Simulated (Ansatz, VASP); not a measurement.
Two plane-wave programs on Ba

```
Ba
1.0
    -2.53425    2.53425    2.43288
     2.53425   -2.53425    2.43288
     2.53425    2.53425   -2.43288
Ba
1
Direct
  0.00000 0.00000 0.00000
```

Alike in both runs: task single point; functional PBE; k mesh 16 × 16 × 16; occupations gaussian, width 0.15 eV; no spin polarisation.

```csv
,VASP,Ansatz
version,VASP 6.6.1,Ansatz 0.2.0
potentials or method,"VASP PAW PBE potentials, release 64 (Ba_sv), cutoff 520 eV","scalar-relativistic, plane waves, PAW"
valence electrons in the cell,10,10
```

VASP gave:

```
gap on the k mesh at the Fermi level (eV)                     : none
pressure (GPa)                                                : 0.2
traceless stress, the component that is largest in VASP (GPa) : 0.15
```

**Question.** What did Ansatz give for the same quantities?

**Answer.** gap on the k mesh at the Fermi level (eV): none; pressure (GPa): 0.1; traceless stress, the component that is largest in VASP (GPa): 0.14.

A gap of «none» marks a metal or a gap that the smearing closes.

Spin-orbit coupling is off throughout.
